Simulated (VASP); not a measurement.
# Cr in VASP: further runs, part 2 of 2

VASP 6.6.1. The steps go on from the part before.

### 4 Electric field gradients, PBE, collinear spin, ferromagnetic start (equal xy, yz and zx shear strains of +3 %)

The input, INCAR:

```
PREC = Accurate
ENCUT = 520
EDIFF = 1E-8
ISMEAR = -1
SIGMA = 0.08
LREAL = False
LASPH = True
NELM = 150
ALGO = Normal
ISIF = 2
LWAVE = False
LCHARG = False
ISPIN = 2
MAGMOM = 3
LORBIT = 11
LMAXMIX = 4
GGA = PE
LEFG = True
NBANDS = 16
```

The input, KPOINTS:

```
regular mesh
0
Gamma
  18 18 18
```

The input, POSCAR:

```
Cr
1.0
   -1.3986915000      1.4419500000      1.4419500000
    1.4419500000     -1.3986915000      1.4419500000
    1.4419500000      1.4419500000     -1.3986915000
Cr
1
Direct
    0.0000000000      0.0000000000      0.0000000000
```

Potentials or basis: VASP PAW PBE potentials, release 64 (Cr_pv).

The run is started by

```sh
cat potpaw_PBE.64/Cr_pv/POTCAR > POTCAR
mpirun -np 1 vasp_std > vasp.out
```

OUTCAR:

```text
PREC = Accurate
   ENCUT = 520
   EDIFF = 1E-8
   ISMEAR = -1
   LREAL = False
   LASPH = True
   NELM = 150
   ISIF = 2
   ISPIN = 2
   LORBIT = 11
   GGA = PE

 ion  position               nearest neighbor table
   1  0.000  0.000  0.000-

  LATTYP: Found a trigonal (rhomboedric) cell.
 ALAT       =     2.4728076183
 COS(alpha) =    -0.3196300452

  Lattice vectors:

 A1 = (  -1.3986915000,   1.4419500000,   1.4419500000)
 A2 = (   1.4419500000,  -1.3986915000,   1.4419500000)
 A3 = (   1.4419500000,   1.4419500000,  -1.3986915000)

Analysis of symmetry for initial positions (statically):
=====================================================================
 Subroutine PRICEL returns:
 Original cell was already a primitive cell.

 Routine SETGRP: Setting up the symmetry group for a
 trigonal (rhombohedral) supercell.

 Subroutine GETGRP returns: Found 12 space group operations
 (whereof 12 operations were pure point group operations)
 out of a pool of 12 trial point group operations.

The static configuration has the point symmetry D_3d.

Analysis of symmetry for dynamics (positions and initial velocities):
=====================================================================
 Subroutine PRICEL returns:
 Original cell was already a primitive cell.

 Routine SETGRP: Setting up the symmetry group for a
 trigonal (rhombohedral) supercell.

 Subroutine GETGRP returns: Found 12 space group operations
 (whereof 12 operations were pure point group operations)
 out of a pool of 12 trial point group operations.

The dynamic configuration has the point symmetry D_3d.

Analysis of structural, dynamic, and magnetic symmetry:
=====================================================================
 Subroutine PRICEL returns:
 Original cell was already a primitive cell.

 Routine SETGRP: Setting up the symmetry group for a
 trigonal (rhombohedral) supercell.

 Subroutine GETGRP returns: Found 12 space group operations
 (whereof 12 operations were pure point group operations)
 out of a pool of 12 trial point group operations.

The overall configuration has the point symmetry D_3d.

 Subroutine INISYM returns: Found 12 space group operations
 (whereof 12 operations are pure point group operations),
 and found     1 'primitive' translations

----------------------------------------------------------------------------------------

                                     Primitive cell

  volume of cell :      11.9845

  direct lattice vectors                    reciprocal lattice vectors
    -1.398691500  1.441950000  1.441950000    -0.010253393  0.341779766  0.341779766
     1.441950000 -1.398691500  1.441950000     0.341779766 -0.010253393  0.341779766
     1.441950000  1.441950000 -1.398691500     0.341779766  0.341779766 -0.010253393

  length of vectors
     2.472807618  2.472807618  2.472807618     0.483458321  0.483458321  0.483458321

  position of ions in fractional coordinates (direct lattice)
     0.000000000  0.000000000  0.000000000

[... 96 lines left out ...]
  volume/ion in A,a.u.               =      11.98        80.88
  Fermi-wavevector in a.u.,A,eV,Ry     =   1.637804  3.095000 36.496276  2.682401
  Thomas-Fermi vector in A             =   2.728882
   LORBIT       =     11    0 simple, 1 ext, 2 COOP (PROOUT), +10 PAW based schemes
   GGA     = PE    functional components
   LHFCALC =     F    Hartree Fock is set to
   AEXX    =    0.0000 exact exchange contribution
   IVDW    =     0    specifies the selected vdW correction
   LEPSILON=     F    determine dielectric tensor
   LRPA    =     F    only Hartree local field effects (RPA)
 spin polarized calculation
  energy-cutoff  :      520.00
  volume of cell :       11.98
 maximum number of plane-waves:       340
   NGX =  9   NGY =  9   NGZ =  9

 number of electron      12.0000001 magnetization      -0.0000125

 number of electron      12.0000001 magnetization       0.0000026

 Free energy of the ion-electron system (eV)
  ---------------------------------------------------
  ext. energy  EPLUGINS =         0.00000000
  ---------------------------------------------------
  free energy    TOTEN  =        -9.50045147 eV

  energy without entropy =       -9.48275111  energy(sigma->0) =       -9.49160129

 E-fermi :  10.4692     XC(G=0): -13.4596

 val. band max:       10.4665014228   @ k =  -0.1667  -0.1667   0.1111
 cond. band min:      10.4693895911   @ k =  -0.3889   0.3889   0.0000
 fundamental gap:      0.0028881683
 Fermi energy:        10.4692106770

 spin component 1

 k-point     1 :       0.0000    0.0000    0.0000
  band No.  band energies     occupation
      1     -32.3643      1.00000
      2     -32.2920      1.00000
      3     -32.2920      1.00000
      4       2.7362      1.00000
      5       9.4031      1.00000
      6       9.4031      1.00000
[... 435 lines left out ...]
      5       8.9613      1.00000
      6       9.2773      1.00000
[... 8 lines left out ...]
     15      38.8407      0.00000
     16      39.4669      0.00000

 [... further k-points ...]

 spin component 2

 k-point     1 :       0.0000    0.0000    0.0000
  band No.  band energies     occupation
      1     -32.3643      1.00000
      2     -32.2920      1.00000
      3     -32.2920      1.00000
      4       2.7362      1.00000
      5       9.4031      1.00000
      6       9.4031      1.00000
[... 435 lines left out ...]
      5       8.9613      1.00000
      6       9.2773      1.00000
[... 8 lines left out ...]
     15      38.8407      0.00000
     16      39.4669      0.00000

 [... further k-points ...]

------------------------ aborting loop because EDIFF is reached ----------------------------------------

  FORCE on cell =-STRESS in cart. coord.  units (eV):
  Direction    XX          YY          ZZ          XY          YZ          ZX
  --------------------------------------------------------------------------------------
  -------------------------------------------------------------------------------------
  Total       -0.6632797     -0.6632797     -0.6632797     -0.1846159     -0.1846159     -0.1846159
  in kB      -88.6721003    -88.6721003    -88.6721003    -24.6808074    -24.6808074    -24.6808074
  external PRESSURE =     -88.6721003 kB  Pullay stress =       0.0000000 kB

 VOLUME and BASIS-vectors are now :
 -----------------------------------------------------------------------------
  energy-cutoff  :      520.00
  volume of cell :       11.98
      direct lattice vectors                 reciprocal lattice vectors
    -1.398691500  1.441950000  1.441950000    -0.010253393  0.341779766  0.341779766
     1.441950000 -1.398691500  1.441950000     0.341779766 -0.010253393  0.341779766
     1.441950000  1.441950000 -1.398691500     0.341779766  0.341779766 -0.010253393

 POSITION                                       TOTAL-FORCE (eV/Angst)
 -----------------------------------------------------------------------------------
      0.00000      0.00000      0.00000         0.000000     -0.000000      0.000000
 -----------------------------------------------------------------------------------
    total drift:                                0.000000      0.000000      0.000000

  FREE ENERGIE OF THE ION-ELECTRON SYSTEM (eV)
  ---------------------------------------------------
  free  energy   TOTEN  =        -9.5004514695 eV

  energy  without entropy=       -9.4827511058  energy(sigma->0) =       -9.49160129

 Electric field gradients (V/A^2)
---------------------------------------------------------------------
 ion       V_xx      V_yy      V_zz      V_xy      V_xz      V_yz
---------------------------------------------------------------------
   1      -0.000    -0.000    -0.000    -0.185    -0.185    -0.185
---------------------------------------------------------------------

 Electric field gradients after diagonalization (V/A^2)
 (convention: |V_zz| > |V_xx| > |V_yy|)
----------------------------------------------------------------------
 ion       V_xx      V_yy      V_zz     asymmetry (V_yy - V_xx)/ V_zz
----------------------------------------------------------------------
   1       0.185     0.185    -0.370       0.000
----------------------------------------------------------------------

           NMR quadrupolar parameters

 Cq : quadrupolar parameter    Cq=e*Q*V_zz/h
 eta: asymmetry parameters     (V_yy - V_xx)/ V_zz
 Q  : nuclear electric quadrupole moment in mb (millibarn)
----------------------------------------------------------------------
 ion       Cq(MHz)       eta       Q (mb)
----------------------------------------------------------------------
   1      -0.001       0.000       1.000
----------------------------------------------------------------------

 total charge

# of ion       s       p       d       tot
------------------------------------------
    1        0.427   6.382   4.173  10.983

 magnetization (x)

# of ion       s       p       d       tot
------------------------------------------
    1       -0.000  -0.000   0.000   0.000
```

stdout:

```text
POSCAR found type information on POSCAR Cr
 POSCAR found :  1 types and       1 ions
 scaLAPACK will be used
 LDA part: xc-table for (Slater+PW92), standard interpolation
 POSCAR, INCAR and KPOINTS ok, starting setup
 FFT: planning ... GRIDC
 FFT: planning ... GRID_SOFT
 FFT: planning ... GRID
 WAVECAR not read
 entering main loop
ion   1
```

It took 3.1 min on 1 thread of Intel Xeon Platinum 8259CL at 2.50GHz (Skylake/Cascade Lake), shared host; peak memory 0.26 GiB.

What came out:

| Item | Value |
| --- | --- |
| Free energy | -9.5005 eV |
| Pressure | -8.9 GPa |
| Band gap on the k mesh | zero (filled and empty bands overlap) |
| Net moment | 0.00 μB per cell |
| Largest electric field gradient by atom | Cr -0.4 V/Å² |
| Valence electrons inside the program's atomic spheres | Cr 10.98 |

Levels at points of the mesh, in eV from the Fermi level:
Spin up:
```tsv
k point	band 3	band 4	band 5	band 6	band 7	band 8	band 9	band 10
(0.00, 0.00, 0.00)	-42.76	-7.73	-1.07	-1.07	-0.55	1.11	1.11	7.08
(0.50, 0.00, 0.00)	-42.77	-4.26	-2.41	0.76	1.16	1.49	2.58	7.07
(0.50, 0.50, 0.00)	-42.80	-4.27	-2.30	1.01	1.29	1.30	2.77	7.07
(0.50, 0.50, 0.50)	-43.28	-4.10	-4.10	2.01	2.45	2.45	7.07	10.14
```
Spin down:
```
           k point  band 3  band 4  band 5  band 6  band 7  band 8  band 9  band 10
(0.00, 0.00, 0.00)  -42.76   -7.73   -1.07   -1.07   -0.55    1.11    1.11     7.08
(0.50, 0.00, 0.00)  -42.77   -4.26   -2.41    0.76    1.16    1.49    2.58     7.07
(0.50, 0.50, 0.00)  -42.80   -4.27   -2.30    1.01    1.29    1.30    2.77     7.07
(0.50, 0.50, 0.50)  -43.28   -4.10   -4.10    2.01    2.45    2.45    7.07    10.14
```

Electric field gradients, principal values (V/Å²):
| atom | least | middle | greatest (by size) |
| --- | --- | --- | --- |
| 1 Cr | 0.185 | 0.185 | -0.370 |

Caveat: the cell differs from its parent crystal (equal xy, yz and zx shear strains of +3 %); the cell stands under tension; without QUAD_EFG the Cq values of the log hold for a quadrupole moment of 1 mb, not for the nuclei.

### 5 Electric field gradients, PBE, collinear spin, ferromagnetic start

This run uses another cell than the first one, of 11.99 Å³/atom.

The input, INCAR:

```
ALGO     = Normal         # electronic algorithm
EDIFF    = 1E-8           # SCF threshold, eV
ENCUT    = 520            # plane-wave cutoff, eV
GGA      = PE             # functional
ISIF     = 2              # what is computed and relaxed
ISMEAR   = -1             # smearing method
ISPIN    = 2              # spin polarisation
LASPH    = T              # aspherical terms in the spheres
LCHARG   = F              # write CHGCAR
LEFG     = T            
LMAXMIX  = 4              # l up to which the mixer works
LORBIT   = 11             # projections on sites
LREAL    = F              # projectors in reciprocal space
LWAVE    = F              # write WAVECAR
MAGMOM   = 3              # initial moments
NBANDS   = 16             # bands
NELM     = 150            # most SCF steps
PREC     = Accurate       # precision mode
SIGMA    = 0.08           # smearing width, eV
```

The input, KPOINTS:

```
k-points
0
Gamma
  18 18 18
```

The input, POSCAR:

```
Cr
1.0
   -1.4419500000      1.4419500000      1.4419500000
    1.4419500000     -1.4419500000      1.4419500000
    1.4419500000      1.4419500000     -1.4419500000
Cr
1
Direct
    0.0000000000      0.0000000000      0.0000000000
```

Potentials or basis: VASP PAW PBE potentials, release 64 (Cr_pv).

The run is started by

```sh
cat potpaw_PBE.64/Cr_pv/POTCAR > POTCAR
mpirun -np 1 vasp_std > vasp.out
```

OUTCAR:

```text
EDIFF = 1E-8
   ENCUT = 520
   GGA = PE
   ISIF = 2
   ISMEAR = -1
   ISPIN = 2
   LASPH = T
   LORBIT = 11
   LREAL = F
   NELM = 150
   PREC = Accurate

 ion  position               nearest neighbor table
   1  0.000  0.000  0.000-

  LATTYP: Found a body centered cubic cell.
 ALAT       =     2.8839000000

  Lattice vectors:

 A1 = (  -1.4419500000,   1.4419500000,   1.4419500000)
 A2 = (   1.4419500000,  -1.4419500000,   1.4419500000)
 A3 = (   1.4419500000,   1.4419500000,  -1.4419500000)

Analysis of symmetry for initial positions (statically):
=====================================================================
 Subroutine PRICEL returns:
 Original cell was already a primitive cell.

 Routine SETGRP: Setting up the symmetry group for a
 body centered cubic supercell.

 Subroutine GETGRP returns: Found 48 space group operations
 (whereof 48 operations were pure point group operations)
 out of a pool of 48 trial point group operations.

The static configuration has the point symmetry O_h .

Analysis of symmetry for dynamics (positions and initial velocities):
=====================================================================
 Subroutine PRICEL returns:
 Original cell was already a primitive cell.

 Routine SETGRP: Setting up the symmetry group for a
 body centered cubic supercell.

 Subroutine GETGRP returns: Found 48 space group operations
 (whereof 48 operations were pure point group operations)
 out of a pool of 48 trial point group operations.

The dynamic configuration has the point symmetry O_h .

Analysis of structural, dynamic, and magnetic symmetry:
[... 633 lines left out ...]
      5       9.5791      0.99998
      6       9.5791      0.99998
[... 435 lines left out ...]
      5       8.1963      1.00000
      6      10.0992      0.98763
[... 8 lines left out ...]
     15      40.1779      0.00000
     16      40.9674      0.00000

 [... further k-points ...]

------------------------ aborting loop because EDIFF is reached ----------------------------------------

  FORCE on cell =-STRESS in cart. coord.  units (eV):
  Direction    XX          YY          ZZ          XY          YZ          ZX
  --------------------------------------------------------------------------------------
  -------------------------------------------------------------------------------------
  Total       -0.6923413     -0.6923413     -0.6923413      0.0000000      0.0000000      0.0000000
  in kB      -92.4954140    -92.4954140    -92.4954140      0.0000000      0.0000000      0.0000000
  external PRESSURE =     -92.4954140 kB  Pullay stress =       0.0000000 kB

 VOLUME and BASIS-vectors are now :
 -----------------------------------------------------------------------------
  energy-cutoff  :      520.00
  volume of cell :       11.99
      direct lattice vectors                 reciprocal lattice vectors
    -1.441950000  1.441950000  1.441950000     0.000000000  0.346752661  0.346752661
     1.441950000 -1.441950000  1.441950000     0.346752661  0.000000000  0.346752661
     1.441950000  1.441950000 -1.441950000     0.346752661  0.346752661  0.000000000

 POSITION                                       TOTAL-FORCE (eV/Angst)
 -----------------------------------------------------------------------------------
      0.00000      0.00000      0.00000        -0.000000      0.000000     -0.000000
 -----------------------------------------------------------------------------------
    total drift:                               -0.000000     -0.000000      0.000000

  FREE ENERGIE OF THE ION-ELECTRON SYSTEM (eV)
  ---------------------------------------------------
  free  energy   TOTEN  =        -9.5083108400 eV

  energy  without entropy=       -9.4909132896  energy(sigma->0) =       -9.49961206

 Electric field gradients (V/A^2)
---------------------------------------------------------------------
 ion       V_xx      V_yy      V_zz      V_xy      V_xz      V_yz
---------------------------------------------------------------------
   1      -0.000     0.000    -0.000    -0.002    -0.002    -0.002
---------------------------------------------------------------------

 Electric field gradients after diagonalization (V/A^2)
 (convention: |V_zz| > |V_xx| > |V_yy|)
----------------------------------------------------------------------
 ion       V_xx      V_yy      V_zz     asymmetry (V_yy - V_xx)/ V_zz
----------------------------------------------------------------------
   1       0.002     0.002    -0.005       0.000
----------------------------------------------------------------------

           NMR quadrupolar parameters

 Cq : quadrupolar parameter    Cq=e*Q*V_zz/h
 eta: asymmetry parameters     (V_yy - V_xx)/ V_zz
 Q  : nuclear electric quadrupole moment in mb (millibarn)
----------------------------------------------------------------------
 ion       Cq(MHz)       eta       Q (mb)
----------------------------------------------------------------------
   1      -0.000       0.000       1.000
----------------------------------------------------------------------

 total charge

# of ion       s       p       d       tot
------------------------------------------
    1        0.427   6.383   4.168  10.978

 magnetization (x)

# of ion       s       p       d       tot
------------------------------------------
    1       -0.000  -0.000   0.000   0.000
```

Run time: 67 s. Hardware: 1 thread of AMD EPYC 7R13 (Zen 3), shared host; peak memory 0.14 GiB.

What came out:

| Quantity | Value |
| --- | --- |
| Free energy | -9.5083 eV |
| Pressure | -9.2 GPa |
| Band gap on the k mesh | zero (filled and empty bands overlap) |
| Net moment | 0.00 μB per cell |
| Largest electric field gradient by atom | zero within the noise of the run |
| Valence electrons inside the program's atomic spheres | Cr 10.98 |

Caveat: the cell stands under tension.
